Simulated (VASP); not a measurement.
Crystal: Ti4Se.

```
Ti Se
1.0
     4.43383    0.00000    0.00000
     0.00000    4.43383    0.00000
     0.00000    0.00000    4.43383
Ti Se
4 1
Direct
  0.00000 0.00000 0.00000
  0.50000 0.50000 0.00000
  0.50000 0.00000 0.50000
  0.00000 0.50000 0.50000
  0.50000 0.50000 0.50000
```

| Quantity | Value |
| --- | --- |
| Program | VASP 6.6.1 |
| Task | relaxation of cell and atoms |
| Functional | PBE |
| Potentials or basis | VASP PAW PBE potentials, release 64 (Ti_sv, Se) |
| Cutoff | 600 eV |
| k mesh | 4 × 4 × 4 |
| Occupations | gaussian, width 0.1 eV |
| Spin | collinear spin, ferromagnetic start |
| Starting moments | [-1.0, -1.0, -1.0, -1.0, 0.0] μB |

At the start: pressure 20.1 GPa; volume 17.43 Å³/atom.

Q: Where does the relaxation end?

A: Over 4 steps the energy falls by 149.9 meV/atom and the volume is 20.15 Å³/atom (+15.6 %); space group Pm-3m (No. 221, to 0.05 Å); moment 0.00 μB per cell.

The path:
| step | energy change (eV) | largest force (eV/Å) | pressure (GPa) | volume (Å³) |
| --- | --- | --- | --- | --- |
| 1 | 0.0000 | 0.0000 | 20.15 | 87.16 |
| 2 | -0.0400 | 0.0000 | -11.51 | 117.85 |
| 3 | -0.7492 | 0.0000 | -0.37 | 101.06 |
| 4 | -0.7496 | 0.0000 | -0.07 | 100.76 |

Final structure:
```
Ti Se
1.0
     4.65326    0.00000    0.00000
     0.00000    4.65326    0.00000
     0.00000    0.00000    4.65326
Ti Se
4 1
Direct
  0.00000 0.00000 0.00000
  0.50000 0.50000 0.00000
  0.50000 0.00000 0.50000
  0.00000 0.50000 0.50000
  0.50000 0.50000 0.50000
```

Caveat: the volume moved by over 15 % at a fixed basis, so the end points are rough.
